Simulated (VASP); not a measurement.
# Al (I4/mmm) in VASP: a series of runs

Runs on Al. Level: r2SCAN. Tasks: single point.

Everything below comes from runs of VASP 6.6.1. Logs are shortened: lines on timing, memory, paths and dates and some standing lists are left out, and cuts for length are marked.

### 1 The cell of the first run

The structure is tetragonal, space group I4/mmm (No. 139). Conventional cell: a = 2.844 Å, b = 2.844 Å, c = 3.873 Å, α = 90.00°, β = 90.00°, γ = 90.00°. Within 3.7 Å of Al (site symmetry 4/mmm) lie 12 Al at 2.79 to 2.84 Å.

### 2 Single point, r2SCAN (uniaxial strain along c: -3.0 %)

The input, POSCAR:

```
Al
1.0
    2.0113122321      2.0113122321      0.0000000000
   -2.0113122321      2.0113122321      0.0000000000
    0.0000000000      0.0000000000      3.8728989879
Al
2
Direct
    0.0000000000      0.0000000000      0.0000000000
    0.5000000000      0.5000000000      0.5000000000
```

The input, INCAR.step1:

```
PREC = Accurate ; ENCUT = 520
ISMEAR = 0 ; SIGMA = 0.1
LREAL = F ; LASPH = T
NELM = 60 ; NBANDS = 10
GGA = PE ; ALGO = Normal
EDIFF = 1E-4 ; LWAVE = T
LCHARG = F
```

The input, INCAR.step2:

```
PREC = Accurate ; ENCUT = 520
EDIFF = 1E-6 ; ISMEAR = 0
SIGMA = 0.1 ; LREAL = F
LASPH = T ; NELM = 60
ALGO = Normal ; ISIF = 2
LWAVE = F ; LCHARG = F
METAGGA = R2SCAN ; LMIXTAU = T
NBANDS = 10 ; ISTART = 1
```

The input, KPOINTS:

```
regular mesh
0
Gamma
  18 18 14
```

Potentials or basis: VASP PAW PBE potentials, release 64 (Al).

Started as:

```console
$ cat potpaw_PBE.64/Al/POTCAR > POTCAR
$ cp INCAR.step1 INCAR
$ mpirun -np 1 vasp_std > vasp.out
$ cp INCAR.step2 INCAR
$ mpirun -np 1 vasp_std > vasp.out
```

OUTCAR:

```text
PREC = Accurate
   ENCUT = 520
   EDIFF = 1E-6
   ISMEAR = 0
   LREAL = F
   LASPH = T
   NELM = 60
   ISIF = 2
   METAGGA = R2SCAN
   ISTART = 1

 ion  position               nearest neighbor table
   1  0.000  0.000  0.000-   2 2.79   2 2.79   2 2.79   2 2.79   2 2.79   2 2.79   2 2.79   2 2.79

   2  0.500  0.500  0.500-   1 2.79   1 2.79   1 2.79   1 2.79   1 2.79   1 2.79   1 2.79   1 2.79

  LATTYP: Found a simple tetragonal cell.
 ALAT       =     2.8444250368
 C/A-ratio  =     1.3615753405

  Lattice vectors:

 A1 = (   2.0113122321,   2.0113122321,   0.0000000000)
 A2 = (  -2.0113122321,   2.0113122321,   0.0000000000)
 A3 = (   0.0000000000,   0.0000000000,   3.8728989879)

Analysis of symmetry for initial positions (statically):
=====================================================================
 Subroutine PRICEL returns following result:

  LATTYP: Found a body centered tetragonal cell.
 ALAT       =     2.8444250368
 C/A-ratio  =     1.3615753405

  Lattice vectors:

 A1 = (   0.0000000000,  -2.0113122321,  -1.9364494940)
 A2 = (   0.0000000000,   2.0113122321,  -1.9364494939)
 A3 = (   2.0113122321,   0.0000000000,   1.9364494939)

   2 primitive cells build up your supercell.

 Routine SETGRP: Setting up the symmetry group for a
 simple tetragonal supercell.

 Subroutine GETGRP returns: Found 16 space group operations
 (whereof 16 operations were pure point group operations)
 out of a pool of 16 trial point group operations.

The static configuration has the point symmetry D_4h.

Analysis of symmetry for dynamics (positions and initial velocities):
=====================================================================
 Subroutine PRICEL returns following result:

  LATTYP: Found a body centered tetragonal cell.
 ALAT       =     2.8444250368
 C/A-ratio  =     1.3615753405

  Lattice vectors:

 A1 = (   0.0000000000,  -2.0113122321,  -1.9364494940)
 A2 = (   0.0000000000,   2.0113122321,  -1.9364494939)
 A3 = (   2.0113122321,   0.0000000000,   1.9364494939)

   2 primitive cells build up your supercell.

 Routine SETGRP: Setting up the symmetry group for a
 simple tetragonal supercell.

 Subroutine GETGRP returns: Found 16 space group operations
 (whereof 16 operations were pure point group operations)
 out of a pool of 16 trial point group operations.

The dynamic configuration has the point symmetry D_4h.

 Subroutine INISYM returns: Found 16 space group operations
 (whereof 16 operations are pure point group operations),
 and found     2 'primitive' translations

----------------------------------------------------------------------------------------

                                     Primitive cell

  volume of cell :      15.6673

  direct lattice vectors                    reciprocal lattice vectors
     0.000000000 -2.011312232 -1.936449494     0.248593924 -0.248593924 -0.258204514
     0.000000000  2.011312232 -1.936449494     0.248593924  0.248593924 -0.258204514
     2.011312232  0.000000000  1.936449494     0.497187848  0.000000000  0.000000000

  length of vectors
     2.791990963  2.791990963  2.791990963     0.436196571  0.436196571  0.497187848

  position of ions in fractional coordinates (direct lattice)
     0.000000000  0.000000000  0.000000000

  ion indices of the primitive-cell ions
   primitive index   ion index
                 1           1

----------------------------------------------------------------------------------------

 KPOINTS: regular mesh

Automatic generation of k-mesh.
 Grid dimensions read from file:
 generate k-points for:   18   18   14

 Generating k-lattice:

  Cartesian coordinates                     Fractional coordinates (reciprocal lattice)
     0.013810774  0.013810774  0.000000000     0.055555556  0.000000000  0.000000000
    -0.013810774  0.013810774  0.000000000     0.000000000  0.055555556  0.000000000
     0.000000000  0.000000000  0.018443180     0.000000000  0.000000000  0.071428571

  Length of vectors
     0.019531383  0.019531383  0.018443180

  Shift w.r.t. Gamma in fractional coordinates (k-lattice)
     0.000000000  0.000000000  0.000000000

 Subroutine IBZKPT returns following result:
 ===========================================

 Found    440 irreducible k-points:

 Following reciprocal coordinates:
            Coordinates               Weight
  0.000000  0.000000  0.000000      1.000000
  0.055556  0.000000  0.000000      4.000000
  0.111111  0.000000  0.000000      4.000000
  0.166667  0.000000  0.000000      4.000000
  0.222222  0.000000  0.000000      4.000000
  0.277778  0.000000  0.000000      4.000000
[... 16 lines left out ...]
  0.277778  0.111111  0.000000      8.000000
  0.333333  0.111111  0.000000      8.000000
 [... further k-points ...]
   k-points           NKPTS =    440   k-points in BZ     NKDIM =    440   number of bands    NBANDS=     10
   number of dos      NEDOS =    301   number of ions     NIONS =      2
   total plane-waves  NPLWV =  17280
   dimension x,y,z NGX =    24 NGY =   24 NGZ =   30
   dimension x,y,z NGXF=    48 NGYF=   48 NGZF=   60
   ions per type =               2
   NGX,Y,Z   is equivalent  to a cutoff of  14.03, 14.03, 12.88 a.u.
   NGXF,Y,Z  is equivalent  to a cutoff of  28.05, 28.05, 25.76 a.u.
 SYSTEM =  unknown system
   PREC   = accura    normal or accurate (medium, high low for compatibility)
   ISTART =      1    job   : 0-new  1-cont  2-samecut
   ICHARG =      0    charge: 1-file 2-atom 10-const
   ISPIN  =      1    spin polarized calculation?
   LNONCOLLINEAR =      F non collinear calculations
   LSORBIT =      F    spin-orbit coupling
   LASPH  =      T    aspherical Exc in radial PAW
   ENCUT  =  520.0 eV  38.22 Ry    6.18 a.u.   5.29  5.29  7.20*2*pi/ulx,y,z
   NELM   =     60;   NELMIN=  2; NELMDL=  0     # of ELM steps
   EDIFF  = 0.1E-05   stopping-criterion for ELM
   LREAL  =      F    real-space projection
   EDIFFG = 0.1E-04   stopping-criterion for IOM
   NSW    =      0    number of steps for IOM
   IBRION =     -1    ionic relax: 0-MD 1-quasi-New 2-CG
   NFREE  =      0    steps in history (QN), initial steepest desc. (CG)
   ISIF   =      2    stress and relaxation
   ISYM   =      2    0-nonsym 1-usesym 2-fastsym
   POTIM  = 0.5000    time-step for ionic-motion
   TEBEG  =    0.0;   TEEND  =   0.0 temperature during run
   PSTRESS=    0.0 pullay stress
   NELECT =       6.0000    total number of electrons
   NUPDOWN=      -1.0000    fix difference up-down
   EMIN   =  10.00;   EMAX   =-10.00  energy-range for DOS
   EFERMI =   0.00;   METHOD = LEGACY
   ISMEAR =     0;   SIGMA  =   0.10  broadening in eV -4-tet -1-fermi 0-gaus
   EFERMI_NEDOS =   21; number of points for ismear=-14 and -15
   IALGO  =     38    algorithm
   IMIX   =      4    mixing-type and parameters
     AMIX     =   0.40;   BMIX     =  1.00
     AMIX_MAG =   1.60;   BMIX_MAG =  1.00
  volume/ion in A,a.u.               =      15.67       105.73
  Fermi-wavevector in a.u.,A,eV,Ry     =   0.943590  1.783127 12.114123  0.890363
  Thomas-Fermi vector in A             =   2.071313
   LORBIT       =      0    0 simple, 1 ext, 2 COOP (PROOUT), +10 PAW based schemes
   METAGGA = R2SCAN    functional components
   LHFCALC =     F    Hartree Fock is set to
   AEXX    =    0.0000 exact exchange contribution
   IVDW    =     0    specifies the selected vdW correction
   LEPSILON=     F    determine dielectric tensor
   LRPA    =     F    only Hartree local field effects (RPA)
 non-spin polarized calculation
 Gauss-broadening in eV      SIGMA  =   0.10
  energy-cutoff  :      520.00
  volume of cell :       31.33
 maximum number of plane-waves:       862
 NGX is ok and might be reduce to    24
   NGX = 11   NGY = 11   NGZ = 15

 number of electron       6.0000000 magnetization

 Free energy of the ion-electron system (eV)
  ---------------------------------------------------
  ext. energy  EPLUGINS =         0.00000000
  ---------------------------------------------------
  free energy    TOTEN  =       -13.46684431 eV

  energy without entropy =      -13.46195534  energy(sigma->0) =      -13.46439982

 E-fermi :   8.5710     XC(G=0): -11.1007

 val. band max:        8.5622829848   @ k =   0.1667   0.0000   0.0714
 cond. band min:       8.5775830194   @ k =   0.5000   0.3889   0.2857
 fundamental gap:      0.0153000346
 Fermi energy:         8.5710152474

 k-point     1 :       0.0000    0.0000    0.0000
  band No.  band energies     occupation
      1      -3.6445      2.00000
      2       5.7129      2.00000
      3       7.4354      2.00000
      4      13.7190      0.00000
      5      14.3201      0.00000
      6      14.3201      0.00000
      7      18.5401      0.00000
      8      22.0602      0.00000
      9      22.0602      0.00000
     10      22.5001      0.00000

 k-point     2 :       0.0556    0.0000    0.0000
  band No.  band energies     occupation
      1      -3.5845      2.00000
      2       5.7672      2.00000
      3       7.4885      2.00000
      4      12.4980      0.00000
      5      14.3709      0.00000
      6      15.2030      0.00000
      7      19.0317      0.00000
      8      21.1584      0.00000
      9      21.9018      0.00000
     10      22.1186      0.00000

 k-point     3 :       0.1111    0.0000    0.0000
  band No.  band energies     occupation
      1      -3.4048      2.00000
      2       5.9303      2.00000
      3       7.6399      2.00000
      4      10.9223      0.00000
      5      14.5235      0.00000
      6      15.9150      0.00000
      7      19.5915      0.00000
      8      20.3612      0.00000
      9      20.7509      0.00000
     10      22.2937      0.00000

 k-point     4 :       0.1667    0.0000    0.0000
  band No.  band energies     occupation
      1      -3.1058      2.00000
      2       6.2023      2.00000
      3       7.8259      2.00000
      4       9.4191      0.00000
      5      14.7781      0.00000
      6      16.4391      0.00000
      7      17.9746      0.00000
      8      19.4612      0.00000
      9      22.1737      0.00000
     10      22.5854      0.00000

 k-point     5 :       0.2222    0.0000    0.0000
  band No.  band energies     occupation
      1      -2.6883      2.00000
      2       6.5833      2.00000
      3       7.3891      2.00000
      4       8.7044      0.05930
      5      15.1348      0.00000
      6      16.4174      0.00000
      7      16.9540      0.00000
      8      18.1380      0.00000
      9      22.9932      0.00000
     10      24.2137      0.00000

 k-point     6 :       0.2778    0.0000    0.0000
  band No.  band energies     occupation
      1      -2.1534      2.00000
      2       6.0678      2.00000
      3       7.0736      2.00000
      4       9.0633      0.00000
      5      14.9501      0.00000
      6      15.5939      0.00000
      7      16.8284      0.00000
      8      17.5309      0.00000
      9      22.9280      0.00000
     10      23.5166      0.00000
[... 183 lines left out ...]
 k-point    21 :       0.1667    0.1111    0.0000
  band No.  band energies     occupation
      1      -2.8671      2.00000
      2       6.4199      2.00000
      3       8.0494      2.00000
      4       9.4028      0.00000
      5      12.1710      0.00000
      6      18.1963      0.00000
      7      19.2701      0.00000
      8      19.4243      0.00000
      9      20.0965      0.00000
     10      22.6042      0.00000

 k-point    22 :       0.2222    0.1111    0.0000
  band No.  band energies     occupation
      1      -2.4504      2.00000
      2       6.8011      2.00000
      3       7.5975      2.00000
      4       8.8221      0.00038
      5      12.4117      0.00000
      6      16.6377      0.00000
      7      18.1462      0.00000
      8      20.0837      0.00000
      9      20.4887      0.00000
     10      21.7202      0.00000

 k-point    23 :       0.2778    0.1111    0.0000
  band No.  band energies     occupation
      1      -1.9164      2.00000
      2       6.2758      2.00000
      3       7.2916      2.00000
      4       9.2212      0.00000
      5      12.8483      0.00000
      6      15.1698      0.00000
      7      16.9242      0.00000
      8      20.3607      0.00000
      9      20.6899      0.00000
     10      20.9921      0.00000

 k-point    24 :       0.3333    0.1111    0.0000
  band No.  band energies     occupation
      1      -1.2667      2.00000
      2       4.9222      2.00000
      3       7.8918      2.00000
      4       9.8283      0.00000
      5      13.4196      0.00000
      6      13.8037      0.00000
      7      15.6953      0.00000
      8      19.0837      0.00000
      9      21.3387      0.00000
     10      21.6063      0.00000

 [... further k-points ...]

------------------------ aborting loop because EDIFF is reached ----------------------------------------

  FORCE on cell =-STRESS in cart. coord.  units (eV):
  Direction    XX          YY          ZZ          XY          YZ          ZX
  --------------------------------------------------------------------------------------
  -------------------------------------------------------------------------------------
  Total        0.0771712      0.0771712      0.6342818      0.0000000      0.0000000     -0.0000000
  in kB        3.9458529      3.9458529     32.4315482      0.0000000      0.0000000     -0.0000000
  external PRESSURE =      13.4410846 kB  Pullay stress =       0.0000000 kB

 VOLUME and BASIS-vectors are now :
 -----------------------------------------------------------------------------
  energy-cutoff  :      520.00
  volume of cell :       31.33
      direct lattice vectors                 reciprocal lattice vectors
     2.011312232  2.011312232  0.000000000     0.248593924  0.248593924  0.000000000
    -2.011312232  2.011312232  0.000000000    -0.248593924  0.248593924  0.000000000
     0.000000000  0.000000000  3.872898988     0.000000000  0.000000000  0.258204514

 POSITION                                       TOTAL-FORCE (eV/Angst)
 -----------------------------------------------------------------------------------
      0.00000      0.00000      0.00000         0.000000     -0.000000     -0.000000
      0.00000      2.01131      1.93645        -0.000000      0.000000      0.000000
 -----------------------------------------------------------------------------------
    total drift:                               -0.000000      0.000000     -0.000000

  FREE ENERGIE OF THE ION-ELECTRON SYSTEM (eV)
  ---------------------------------------------------
  free  energy   TOTEN  =       -13.4668443063 eV

  energy  without entropy=      -13.4619553407  energy(sigma->0) =      -13.46439982
```

Wall time 1.9 min (1 thread of Intel Xeon 6975P-C (Granite Rapids), shared host); peak memory 0.22 GiB.

Results:

```
Free energy            : -13.4668 eV
Pressure               : 1.3 GPa
Band gap on the k mesh : zero (bands 3 and 4 overlap by 12.34 eV)
```

Caveat: the cell differs from its parent crystal (uniaxial strain along c: -3.0 %); the PAW data sets were made with another functional, which shifts forces and pressure a little.

### 3 Single point, r2SCAN (uniaxial strain along c: -1.5 %, then relaxed in part)

The input, POSCAR:

```
Al
1.0
    2.0041216085      2.0041216085      0.0000000000
   -2.0041216085      2.0041216085      0.0000000000
    0.0000000000      0.0000000000      3.9327891785
Al
2
Direct
    0.0000000000      0.0000000000      0.0000000000
    0.5000000000      0.5000000000      0.5000000000
```

The input, INCAR.step1:

```
SYSTEM = Al
PREC = Accurate
ENCUT = 520
ISMEAR = 0
SIGMA = 0.1
LREAL = .FALSE.
LASPH = .TRUE.
NELM = 60
NBANDS = 10
GGA = PE
ALGO = Normal
EDIFF = 1E-4
LWAVE = .TRUE.
LCHARG = .FALSE.
```

The input, INCAR.step2:

```
SYSTEM = Al
PREC = Accurate
ENCUT = 520
EDIFF = 1E-6
ISMEAR = 0
SIGMA = 0.1
LREAL = .FALSE.
LASPH = .TRUE.
NELM = 60
ALGO = Normal
ISIF = 2
LWAVE = .FALSE.
LCHARG = .FALSE.
METAGGA = R2SCAN
LMIXTAU = .TRUE.
NBANDS = 10
ISTART = 1
```

The input, KPOINTS:

```
Automatic mesh
0
G
  18 18 14
  0 0 0
```

Potentials or basis: VASP PAW PBE potentials, release 64 (Al).

Started as:

```console
$ cat potpaw_PBE.64/Al/POTCAR > POTCAR
$ cp INCAR.step1 INCAR
$ mpirun -np 1 vasp_std > vasp.out
$ cp INCAR.step2 INCAR
$ mpirun -np 1 vasp_std > vasp.out
```

OUTCAR:

```text
SYSTEM = Al
   PREC = Accurate
   ENCUT = 520
   EDIFF = 1E-6
   ISMEAR = 0
   LREAL = .FALSE.
   LASPH = .TRUE.
   NELM = 60
   ISIF = 2
   METAGGA = R2SCAN
   ISTART = 1

 ion  position               nearest neighbor table
   1  0.000  0.000  0.000-   2 2.81   2 2.81   2 2.81   2 2.81   2 2.81   2 2.81   2 2.81   2 2.81

   2  0.500  0.500  0.500-   1 2.81   1 2.81   1 2.81   1 2.81   1 2.81   1 2.81   1 2.81   1 2.81

  LATTYP: Found a simple tetragonal cell.
 ALAT       =     2.8342559594
 C/A-ratio  =     1.3875913943

  Lattice vectors:
[... 522 lines left out ...]

  FORCE on cell =-STRESS in cart. coord.  units (eV):
  Direction    XX          YY          ZZ          XY          YZ          ZX
  --------------------------------------------------------------------------------------
  -------------------------------------------------------------------------------------
  Total       -0.0645463     -0.0645463      0.3854175      0.0000000      0.0000000     -0.0000000
  in kB       -3.2734290     -3.2734290     19.5462399      0.0000000      0.0000000     -0.0000000
  external PRESSURE =       4.3331273 kB  Pullay stress =       0.0000000 kB

 VOLUME and BASIS-vectors are now :
 -----------------------------------------------------------------------------
  energy-cutoff  :      520.00
  volume of cell :       31.59
      direct lattice vectors                 reciprocal lattice vectors
     2.004121609  2.004121609  0.000000000     0.249485858  0.249485858  0.000000000
    -2.004121609  2.004121609  0.000000000    -0.249485858  0.249485858  0.000000000
     0.000000000  0.000000000  3.932789179     0.000000000  0.000000000  0.254272465

 POSITION                                       TOTAL-FORCE (eV/Angst)
 -----------------------------------------------------------------------------------
      0.00000      0.00000      0.00000         0.000000     -0.000000      0.000000
      0.00000      2.00412      1.96639         0.000000      0.000000      0.000000
 -----------------------------------------------------------------------------------
    total drift:                               -0.000000      0.000000     -0.000000

  FREE ENERGIE OF THE ION-ELECTRON SYSTEM (eV)
  ---------------------------------------------------
  free  energy   TOTEN  =       -13.4750514626 eV

  energy  without entropy=      -13.4713548231  energy(sigma->0) =      -13.47320314
```

OUTCAR.step1:

```text
SYSTEM = Al
   PREC = Accurate
   ENCUT = 520
   ISMEAR = 0
   LREAL = .FALSE.
   LASPH = .TRUE.
[... 556 lines left out ...]
      0.00000      0.00000      0.00000        -0.000000      0.000000      0.000000
      0.00000      2.00412      1.96639         0.000000     -0.000000      0.000000
 -----------------------------------------------------------------------------------
    total drift:                               -0.000000      0.000000     -0.000000

  FREE ENERGIE OF THE ION-ELECTRON SYSTEM (eV)
  ---------------------------------------------------
  free  energy   TOTEN  =        -7.4759550766 eV

  energy  without entropy=       -7.4718838979  energy(sigma->0) =       -7.47391949
```

It took 1.9 min on 1 thread of Intel Xeon 6975P-C (Granite Rapids), shared host; peak memory 0.23 GiB.

Results:

| Property | Result |
| --- | --- |
| Free energy | -13.4751 eV |
| Pressure | 0.4 GPa |
| Band gap on the k mesh | zero (bands 3 and 4 overlap by 12.41 eV) |

Caveat: the cell differs from its parent crystal (uniaxial strain along c: -1.5 %, then relaxed in part); the PAW data sets were made with another functional, which shifts forces and pressure a little.
